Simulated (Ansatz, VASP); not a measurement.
# Two plane-wave programs on AlGaN2

```
CELL_PARAMETERS angstrom
3.21930 0.00000 0.00000
0.00000 3.21930 0.00000
0.00000 0.00000 3.77656
ATOMIC_POSITIONS crystal
Al 0.50000 0.50000 0.50000
Ga 0.00000 0.00000 0.00000
N 0.50000 0.00000 0.73597
N 0.00000 0.50000 0.26403
```

Alike in both runs: functional LDA; k mesh 8 × 8 × 6; occupations gaussian, width 0.05 eV; no spin polarisation.

Ansatz relaxed the structure, and its values are those at the end. VASP's run is a single point on that final structure, the one shown.

```csv
,VASP,Ansatz
version,VASP 6.6.1,Ansatz 0.2.0
potentials or method,"VASP PAW LDA potentials, release 64 (Al, Ga_d, N_h), cutoff 1330 eV","scalar-relativistic, plane waves, PAW"
valence electrons in the cell,26,26
```

VASP gave:

```
gap on the k mesh at the Fermi level (eV) : 3.18
least direct gap on the mesh (eV)         : 3.18
pressure (GPa)                            : 17.4
rms of the force components (eV/Å)        : 0.010
```

**Question.** Which values does Ansatz return?

**Answer.** gap on the k mesh at the Fermi level (eV): 3.20; least direct gap on the mesh (eV): 3.20; pressure (GPa): 16.3; rms of the force components (eV/Å): 0.000.

Ansatz warns that its potentials were made for another functional, while VASP's fit it. LDA's correlation is that of Perdew and Zunger in VASP and of Perdew and Wang (1992) in Ansatz. Ansatz's warnings: stress scf threshold loose.
